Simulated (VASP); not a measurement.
Input of a VASP 6.6.1 run:

The input INCAR:

```
SYSTEM = Li
PREC = Accurate
ENCUT = 520
EDIFF = 1E-6
ISMEAR = 0
SIGMA = 0.1
LREAL = Auto
LASPH = .True.
NELM = 80
ALGO = Normal
ISIF = 2
LWAVE = .False.
LCHARG = .False.
GGA = PE
IVDW = 12
NBANDS = 44
```

KPOINTS

```
Automatic mesh
0
Gamma
  4 4 4
  0 0 0
```

POSCAR

```
Li
1.0
    6.2654480337      2.0884826779      4.1769653558
   -6.2654480337     -2.0884826779      4.1769653558
    2.0884826779     -6.2654480337     -4.1769653558
Li
19
Direct
    0.1505230267      0.0542304720      0.7047534987
    0.6092963602      0.2076317728      0.8041932041
    0.0965614313      0.6948968440      0.8041932041
    0.1923682272      0.3965614313      0.6016645873
    0.3000000000      0.1000000000      0.4000000000
    0.5500000000      0.8500000000      0.9000000000
    0.6407852554      0.5549486617      0.6957339172
    0.7542304720      0.2494769733      0.5037074452
    0.0034385687      0.0051031560     -0.0041932041
    0.2549486617      0.7592147446      0.5141634063
    0.3457695280      0.4505230267      0.2962925548
    0.4592147446      0.1450513383      0.1042660828
    0.7051031560      0.9092963602      0.6016645873
    0.8000000000      0.6000000000      0.4000000000
    0.9076317728      0.3034385687      0.1983354127
    0.3948968440      0.7907036398      0.1983354127
    0.4907036398      0.4923682272      0.9958067959
    0.8450513383      0.9407852554      0.2858365937
    0.9494769733      0.6457695280      0.0952465013
```

Potentials or basis: VASP PAW PBE potentials, release 64 (Li_sv).

Launch:

```console
$ cat potpaw_PBE.64/Li_sv/POTCAR > POTCAR
$ mpirun -np 1 vasp_std > vasp.out
```

Question: What does it give for the largest force?

Answer: 0.012 eV/Å.

Question: Estimate the dispersion energy per atom.

Answer: -0.178 eV.

Forces in eV/Å, atoms in the order of the input:
```
Li   0.003  0.011  0.000
Li   0.006 -0.003  0.005
Li   0.006 -0.003 -0.005
Li  -0.003 -0.006 -0.005
Li   0.000  0.000  0.000
Li   0.000  0.000  0.000
Li  -0.003  0.005  0.000
Li  -0.011  0.003  0.000
Li  -0.006  0.003  0.005
Li  -0.005 -0.003  0.000
Li   0.011 -0.003  0.000
Li   0.003 -0.005  0.000
Li  -0.003 -0.006  0.005
Li   0.000  0.000  0.000
Li   0.003  0.006  0.005
Li   0.003  0.006 -0.005
Li  -0.006  0.003 -0.005
Li   0.005  0.003  0.000
Li  -0.003 -0.011  0.000
```
